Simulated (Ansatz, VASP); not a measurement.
## One calculation of BN, two programs

```
B N
1.0
     1.25112    0.72234    3.37293
    -1.25112    0.72234    3.37293
     0.00000   -1.44467    3.37293
B N
1 1
Direct
  0.99671 0.99671 0.99671
  0.33505 0.33505 0.33505
```

Change from the starting cell: mode 4 (749.1 1/cm) frozen in, largest displacement -0.030 Å.

Alike in both runs: task single point; functional PBEsol; k mesh 12 × 12 × 12; occupations gaussian, width 0.05 eV; no spin polarisation.

```csv
,VASP,Ansatz
version,VASP 6.6.1,Ansatz 0.2.0
potentials or method,"VASP PAW PBE potentials, release 64 (B, N), cutoff 520 eV","scalar-relativistic, plane waves, PAW"
valence electrons in the cell,8,8
```

Ansatz gave:

```
gap on the k mesh at the Fermi level (eV)                     : 4.10
least direct gap on the mesh (eV)                             : 4.62
pressure (GPa)                                                : 0.5
traceless stress, the component that is largest in VASP (GPa) : -0.29
rms of the force components (eV/Å)                            : 0.386
```

Task: Estimate VASP's values.

Result: gap on the k mesh at the Fermi level (eV): 4.09; least direct gap on the mesh (eV): 4.61; pressure (GPa): 0.9; traceless stress, the component that is largest in VASP (GPa): -0.73; rms of the force components (eV/Å): 0.387.

VASP's potentials were made for PBE, not for PBEsol. Atom by atom the forces differ by 0.001 eV/Å (rms over components). With one functional, cell and mesh, what is left measures potentials, basis and numerics.
